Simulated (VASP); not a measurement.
# Os (Fm-3m) in VASP: a series of runs, part 2 of 2

VASP 6.6.1. Earlier steps stand in the parts before.

## Step 3: Single point, LDA, non-collinear spin, zero start, spin-orbit coupling

This run uses another cell than the first one, of 14.72 Å³/atom.

INCAR reads:

```
SYSTEM = Os
GGA = CA ; LSORBIT = .True.
MAGMOM = 0 0 0 ; LORBIT = 11
ISMEAR = 1 ; SIGMA = 0.1
LWAVE = .False. ; LCHARG = .False.
ISIF = 2 ; PREC = Accurate
LASPH = .True. ; LREAL = .False.
ALGO = Normal ; EDIFF = 1E-6
NELM = 200 ; GGA_COMPAT = .False.
ENCUT = 400 ; LMAXMIX = 4
```

KPOINTS reads:

```
k-points
0
Gamma
  14 14 14
```

POSCAR reads:

```
Os
1.0
    0.0000000000      1.9450000000      1.9450000000
    1.9450000000      0.0000000000      1.9450000000
    1.9450000000      1.9450000000      0.0000000000
Os
1
Direct
    0.0000000000      0.0000000000      0.0000000000
```

Potentials or basis: VASP PAW LDA potentials, release 64 (Os).

Run with:

```
$ cat potpaw_LDA.64/Os/POTCAR > POTCAR
$ mpirun -np 1 vasp_ncl > vasp.out
```

OUTCAR:

```text
SYSTEM = Os
   GGA = CA
   LSORBIT = .True.
   LORBIT = 11
   ISMEAR = 1
   ISIF = 2
   PREC = Accurate
   LASPH = .True.
   LREAL = .False.
   EDIFF = 1E-6
   NELM = 200
   ENCUT = 400

 Found    104 irreducible k-points:

 Following reciprocal coordinates:
            Coordinates               Weight
  0.000000  0.000000  0.000000      1.000000
  0.071429  0.000000  0.000000      8.000000
  0.142857  0.000000  0.000000      8.000000
  0.214286  0.000000  0.000000      8.000000
  0.285714  0.000000  0.000000      8.000000
  0.357143  0.000000  0.000000      8.000000
   k-points           NKPTS =    104   k-points in BZ     NKDIM =    104   number of bands    NBANDS=     16
   number of dos      NEDOS =    301   number of ions     NIONS =      1
   total plane-waves  NPLWV =   5832
   dimension x,y,z NGX =    18 NGY =   18 NGZ =   18
   dimension x,y,z NGXF=    36 NGYF=   36 NGZF=   36
   ions per type =               1
   NGX,Y,Z   is equivalent  to a cutoff of  10.88, 10.88, 10.88 a.u.
   NGXF,Y,Z  is equivalent  to a cutoff of  21.76, 21.76, 21.76 a.u.
 SYSTEM =  Os
   PREC   = accura    normal or accurate (medium, high low for compatibility)
   ISTART =      0    job   : 0-new  1-cont  2-samecut
   ICHARG =      2    charge: 1-file 2-atom 10-const
   ISPIN  =      1    spin polarized calculation?
   LNONCOLLINEAR =      T non collinear calculations
   LSORBIT =      T    spin-orbit coupling
   LASPH  =      T    aspherical Exc in radial PAW
   ENCUT  =  400.0 eV  29.40 Ry    5.42 a.u.   4.49  4.49  4.49*2*pi/ulx,y,z
   NELM   =    200;   NELMIN=  2; NELMDL= -5     # of ELM steps
   EDIFF  = 0.1E-05   stopping-criterion for ELM
   LREAL  =      F    real-space projection
   EDIFFG = 0.1E-04   stopping-criterion for IOM
   NSW    =      0    number of steps for IOM
   IBRION =     -1    ionic relax: 0-MD 1-quasi-New 2-CG
   NFREE  =      0    steps in history (QN), initial steepest desc. (CG)
   ISIF   =      2    stress and relaxation
   ISYM   =      2    0-nonsym 1-usesym 2-fastsym
   POTIM  = 0.5000    time-step for ionic-motion
   TEBEG  =    0.0;   TEEND  =   0.0 temperature during run

   SCALEE = 1.0000    scale energy and forces
   PSTRESS=    0.0 pullay stress
   NELECT =       8.0000    total number of electrons
[... 162 lines left out ...]
     15      23.7590      0.00000
     16      23.7590      0.00000

 [... further k-points ...]

------------------------ aborting loop because EDIFF is reached ----------------------------------------

  FORCE on cell =-STRESS in cart. coord.  units (eV):
  Direction    XX          YY          ZZ          XY          YZ          ZX
  --------------------------------------------------------------------------------------
  -------------------------------------------------------------------------------------
  Total       -2.2329353     -2.2329353     -2.2329353      0.0000000      0.0000000      0.0000000
  in kB     -243.1072468   -243.1072468   -243.1072468      0.0000000      0.0000000      0.0000000
  external PRESSURE =    -243.1072468 kB  Pullay stress =       0.0000000 kB

 VOLUME and BASIS-vectors are now :
 -----------------------------------------------------------------------------
  energy-cutoff  :      400.00
  volume of cell :       14.72
      direct lattice vectors                 reciprocal lattice vectors
     0.000000000  1.945000000  1.945000000    -0.257069409  0.257069409  0.257069409
     1.945000000  0.000000000  1.945000000     0.257069409 -0.257069409  0.257069409
     1.945000000  1.945000000  0.000000000     0.257069409  0.257069409 -0.257069409

 POSITION                                       TOTAL-FORCE (eV/Angst)
 -----------------------------------------------------------------------------------
      0.00000      0.00000      0.00000         0.000000     -0.000000      0.000000
 -----------------------------------------------------------------------------------
    total drift:                               -0.000000     -0.000000     -0.000000

  FREE ENERGIE OF THE ION-ELECTRON SYSTEM (eV)
  ---------------------------------------------------
  free  energy   TOTEN  =       -12.7644069074 eV

  energy  without entropy=      -12.7634010651  energy(sigma->0) =      -12.76407163

 Spin-Orbit-Coupling matrix elements

 Ion:    1  E_soc:     -0.6857968
 l=   1
     0.0000000    -0.0422092    -0.0422092
    -0.0422092     0.0000000    -0.0422092
    -0.0422092    -0.0422092     0.0000000
 l=   2
     0.0000000    -0.0131651     0.0000000    -0.0131651    -0.0589251
    -0.0131651     0.0000000    -0.0441939    -0.0131651    -0.0147313
     0.0000000    -0.0441939     0.0000000    -0.0441939     0.0000000
    -0.0131651    -0.0131651    -0.0441939     0.0000000    -0.0147313
    -0.0589251    -0.0147313     0.0000000    -0.0147313     0.0000000
 l=   3
     0.0000000     0.0000000     0.0000000     0.0000000     0.0000000     0.0000000     0.0000000
     0.0000000     0.0000000     0.0000000     0.0000000     0.0000000     0.0000000     0.0000000
     0.0000000     0.0000000     0.0000000     0.0000000     0.0000000     0.0000000     0.0000000
     0.0000000     0.0000000     0.0000000     0.0000000     0.0000000     0.0000000     0.0000000
     0.0000000     0.0000000     0.0000000     0.0000000     0.0000000     0.0000000     0.0000000
     0.0000000     0.0000000     0.0000000     0.0000000     0.0000000     0.0000000     0.0000000
     0.0000000     0.0000000     0.0000000     0.0000000     0.0000000     0.0000000     0.0000000

 total charge

# of ion       s       p       d       tot
------------------------------------------
    1        0.638   0.714   6.119   7.470

 magnetization (x)

# of ion       s       p       d       tot
------------------------------------------
    1        0.000   0.000   0.000   0.000

 magnetization (y)

# of ion       s       p       d       tot
------------------------------------------
    1       -0.000   0.000   0.000  -0.000

 magnetization (z)

# of ion       s       p       d       tot
------------------------------------------
    1        0.000   0.000  -0.000  -0.000
```

stdout:

```text
POSCAR found type information on POSCAR Os
 POSCAR found :  1 types and       1 ions
 scaLAPACK will be used
 LDA part: xc-table for (Slater(with rela. corr.)+CA(PZ))
 , standard interpolation
 POSCAR, INCAR and KPOINTS ok, starting setup
 FFT: planning ... GRIDC
 FFT: planning ... GRID_SOFT
 FFT: planning ... GRID
 WAVECAR not read
 entering main loop
```

Run time: 28 s. Hardware: 1 thread of Intel Xeon Platinum 8259CL at 2.50GHz (Skylake/Cascade Lake), shared host; peak memory 0.15 GiB.

Results:

```
Free energy                                           : -12.7644 eV
Pressure                                              : -24.3 GPa
Net moment                                            : 0.00 μB per cell
Valence electrons inside the program's atomic spheres : Os 7.47
```

Moments on the atoms (μB; x, y, z):
```
Os  0.00 0.00 0.00
```

Caveat: the cell stands under tension.

## Step 4: Single point, PBEsol, non-collinear spin, zero start, spin-orbit coupling

This run uses another cell than the first one, of 13.83 Å³/atom.

INCAR reads:

```
SYSTEM = Os
PREC = Accurate ; ENCUT = 520
EDIFF = 1E-7 ; ISMEAR = -1
SIGMA = 0.01 ; LREAL = .FALSE.
LASPH = .TRUE. ; NELM = 150
ALGO = Fast ; ISIF = 2
LWAVE = .FALSE. ; LCHARG = .FALSE.
MAGMOM = 0 0 0 ; LORBIT = 11
LSORBIT = .TRUE. ; GGA_COMPAT = .FALSE.
LORBMOM = .TRUE. ; LMAXMIX = 4
GGA = PS ; NBANDS = 19
```

KPOINTS reads:

```
regular mesh
0
G
  12 12 12
  0 0 0
```

POSCAR reads:

```
Os
1.0
    0.0000000000      1.9052949815      1.9052949815
    1.9052949815      0.0000000000      1.9052949815
    1.9052949815      1.9052949815      0.0000000000
Os
1
Direct
    0.0000000000      0.0000000000      0.0000000000
```

Potentials or basis: VASP PAW PBE potentials, release 64 (Os).

Run with:

```
$ cat potpaw_PBE.64/Os/POTCAR > POTCAR
$ mpirun -np 1 vasp_ncl > vasp.out
```

Run time: 78 s. Hardware: 1 thread of Intel Xeon Platinum 8488C (Sapphire Rapids), shared host; peak memory 0.17 GiB.

Results (log left out):

| Quantity | Value |
| --- | --- |
| Free energy | -12.4516 eV |
| Pressure | 3.9 GPa |
| Net moment | 0.00 μB per cell |
| Valence electrons inside the program's atomic spheres | Os 7.51 |

Moments on the atoms (μB; x, y, z):
```
Os  0.00 0.00 0.00
```

Caveat: the cell stands under pressure; the PAW data sets were made with another functional, which shifts forces and pressure a little.

## Step 5: Summary

```tsv
level	potentials or basis	spin	U	cell	k mesh	cutoff (eV)	smearing	dipole correction	tolerance level	purpose	start	pressure (GPa)	moment (μB)
r2SCAN+U	VASP PAW PBE potentials, release 64 (Os_sv_GW)	off	Os d U = 3.5 eV	a = 2.636 Å, angles 60.0°, 1 atom	12 × 12 × 12	550	fermi-dirac 0.05 eV	no	-	-	-	37.7	-
LDA	VASP PAW LDA potentials, release 64 (Os)	non-collinear, zero start, SOC	-	a = 2.751 Å, angles 60.0°, 1 atom	14 × 14 × 14	400	methfessel-paxton 0.1 eV	-	tight	restart	from scratch	-24.3	0.00
PBEsol	VASP PAW PBE potentials, release 64 (Os)	non-collinear, zero start, SOC	-	a = 2.694 Å, angles 60.0°, 1 atom	12 × 12 × 12	520	fermi-dirac 0.01 eV	no	-	-	-	3.9	0.00
```

Alike in all rows: task single point.

Caveats: the cell stands under pressure (at least some runs); the PAW data sets were made with another functional, which shifts forces and pressure a little (at least some runs); U without spin polarisation on a metal has little footing (at least some runs); the U is typed as a test and isn't derived for this compound (at least some runs); the cell stands under tension (at least some runs).

Absolute energies hang on the potentials; compare differences alone.
